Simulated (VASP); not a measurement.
Write the native input for VASP 6.6.1 that does the following.

* Task: single point
* Functional: PBEsol
* Potentials or basis: VASP PAW PBE potentials, release 64 (Au)
* Cutoff: 520 eV
* k mesh: 9 × 9 × 9
* Occupations: fermi-dirac, width 0.1 eV
* Spin: no spin polarisation
* Dipole correction: no
* Further INCAR settings: ALGO = Normal; EDIFF = 1e-06; NBANDS = 12

The structure of Au lies in POSCAR:

```
Au
1.0
    0.0000000000      2.0410451721      2.0410451721
    2.0410451721      0.0000000000      2.0410451721
    2.0410451721      2.0410451721      0.0000000000
Au
1
Direct
    0.0000000000      0.0000000000      0.0000000000
```

These files were run (other wordings do the same):

INCAR

```
SYSTEM = Au
PREC     = Accurate       ! precision mode
ENCUT    = 520            ! plane-wave cutoff, eV
EDIFF    = 1E-6           ! SCF threshold, eV
ISMEAR   = -1             ! smearing method
SIGMA    = 0.1            ! smearing width, eV
LREAL    = .FALSE.        ! projectors in reciprocal space
LASPH    = .TRUE.         ! aspherical terms in the spheres
NELM     = 80             ! most SCF steps
ALGO     = Normal         ! electronic algorithm
ISIF     = 2              ! what is computed and relaxed
LWAVE    = .FALSE.        ! write WAVECAR
LCHARG   = .TRUE.         ! write CHGCAR
GGA      = PS             ! functional
LELF     = .TRUE.         ! ELF
LVHAR    = .TRUE.       
NBANDS   = 12             ! bands
```

KPOINTS

```
regular mesh
0
G
  9 9 9
  0 0 0
```

Potentials or basis: VASP PAW PBE potentials, release 64 (Au).

Command:

```sh
$ cat potpaw_PBE.64/Au/POTCAR > POTCAR
$ mpirun -np 1 vasp_std > vasp.out
```

Results of the run:

* Pressure: -0.3 GPa

Caveat: the PAW data sets were made with another functional, which shifts forces and pressure a little.

It took 5.7 s on 1 thread of Intel Xeon 6975P-C (shared host), peak memory 0.14 GiB.
